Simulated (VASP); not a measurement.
Set up this calculation in VASP 6.6.1, as the native input.

| Property | Result |
| --- | --- |
| Task | relaxation of cell and atoms |
| Functional | PBEsol |
| Potentials or basis | VASP PAW PBE potentials, release 64 (Ga_d, As) |
| Cutoff | 600 eV |
| k mesh | 6 × 6 × 6 |
| Occupations | fermi-dirac, width 0.03 eV |
| Spin | no spin polarisation |
| Dipole correction | no |
| Further INCAR settings | ALGO = Normal; EDIFF = 1e-07; IBRION = 2; EDIFFG = -0.01; NSW = 100; ISIF = 3 |

The structure of GaAs lies in POSCAR:

```
GaAs
1.0
    0.0000000000      2.7443767696      2.7443767696
    2.7443767696      0.0000000000      2.7443767696
    2.7443767696      2.7443767696      0.0000000000
Ga As
1 1
Direct
    0.0000000000      0.0000000000      0.0000000000
    0.2500000000      0.2500000000      0.2500000000
```

These files were run (other wordings do the same):

INCAR

```
ALGO = Normal
EDIFF = 1E-7
EDIFFG = -0.01
ENCUT = 600
GGA = PS
IBRION = 2
ISIF = 3
ISMEAR = -1
LASPH = True
LCHARG = False
LREAL = False
LWAVE = False
NELM = 60
NSW = 100
PREC = Accurate
SIGMA = 0.03
```

KPOINTS

```
k-points
0
Gamma
  6 6 6
```

Potentials or basis: VASP PAW PBE potentials, release 64 (Ga_d, As).

The run is started by

```console
$ cat potpaw_PBE.64/Ga_d/POTCAR potpaw_PBE.64/As/POTCAR > POTCAR
$ mpirun -np 1 vasp_std > vasp.out
```

Results of the run:

The relaxed volume is 22.69 Å³/atom, the relaxed cell is a = 4.004 Å, b = 4.004 Å, c = 4.004 Å, α = 60.00°, β = 60.00°, γ = 60.00° and the space group after relaxing (to 0.05 Å) is F-43m (No. 216). The energy gained by relaxing is 46.7 meV/atom, the ionic steps are 3 and the pressure after relaxing is 0.0 GPa. The band gap on the k mesh is 0.42 eV, direct.

Caveat: the PAW data sets were made with another functional, which shifts forces and pressure a little.

It took 29 s on 1 thread of AMD EPYC 7R43 64-Core Processor (Zen 3), on a shared host, peak memory 0.15 GiB.
